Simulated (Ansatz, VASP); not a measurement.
# NiO2: VASP beside Ansatz

INCAR

```
SYSTEM = NiO2
PREC     = Accurate       ! precision mode
ENCUT    = 700            ! plane-wave cutoff, eV
EDIFF    = 1E-6           ! SCF threshold, eV
ISMEAR   = 0              ! smearing method
SIGMA    = 0.05           ! smearing width, eV
LREAL    = .False.        ! projectors in reciprocal space
LASPH    = .True.         ! aspherical terms in the spheres
NELM     = 120            ! most SCF steps
ALGO     = Normal         ! electronic algorithm
ISIF     = 2              ! what is computed and relaxed
LWAVE    = .False.        ! write WAVECAR
LCHARG   = .False.        ! write CHGCAR
GGA      = PS             ! functional
NBANDS   = 22             ! bands
GGA_COMPAT= .False.
```

File KPOINTS:

```
Automatic mesh
0
Gamma
  12 12 6
  0 0 0
```

Contents of POSCAR:

```
NiO2
1.0
    2.8028105550      0.0000000000      0.0000000000
   -1.4014052775      2.4273051426      0.0000000000
    0.0000000000      0.0000000000      4.9060395955
Ni O
1 2
Direct
    0.0000000000      0.0000000000      0.5000000000
    0.6666666667      0.3333333333      0.6373845568
    0.3333333333      0.6666666667      0.3626154432
```

Input for Ansatz:

```yaml
crystal:
  lattice:
    - [2.802810555, 0.0, 0.0]
    - [-1.4014052775, 2.4273051426, 0.0]
    - [0.0, 0.0, 4.9060395955]
  atoms:
    - { symbol: Ni, position: [0.0, 0.0, 0.5] }
    - { symbol: O, position: [0.6666666667, 0.3333333333, 0.6373845568] }
    - { symbol: O, position: [0.3333333333, 0.6666666667, 0.3626154432] }
basis:
  ecutwfc: 520.0
kpoints:
  mp_grid: { grid: [12, 12, 6] }
hamiltonian:
  xc: pbesol
scf:
  occupations: { method: gaussian, width: 0.05 }
output:
  forces: true
  stress: true
  eigenvalues: true
```

Alike in both runs: task single point; functional PBEsol; k mesh 12 × 12 × 6; occupations gaussian, width 0.05 eV; no spin polarisation.

|  | VASP | Ansatz |
| --- | --- | --- |
| version | VASP 6.6.1 | Ansatz 0.2.0 |
| potentials or method | VASP PAW PBE potentials, release 64 (Ni_sv_GW, O), cutoff 700 eV | scalar-relativistic, plane waves, PAW |
| valence electrons in the cell | 30 | 30 |

|  | VASP | Ansatz | Ansatz less VASP |
| --- | --- | --- | --- |
| gap on the k mesh at the Fermi level (eV) | 0.80 | 0.81 | +0.005 |
| least direct gap on the mesh (eV) | 1.27 | 1.28 | +0.003 |
| rms of the force components (eV/Å) | 2.623 | 2.608 | -0.0155 |

VASP's potentials were made for PBE, not for PBEsol. Atom by atom the forces differ by 0.016 eV/Å (rms over components).
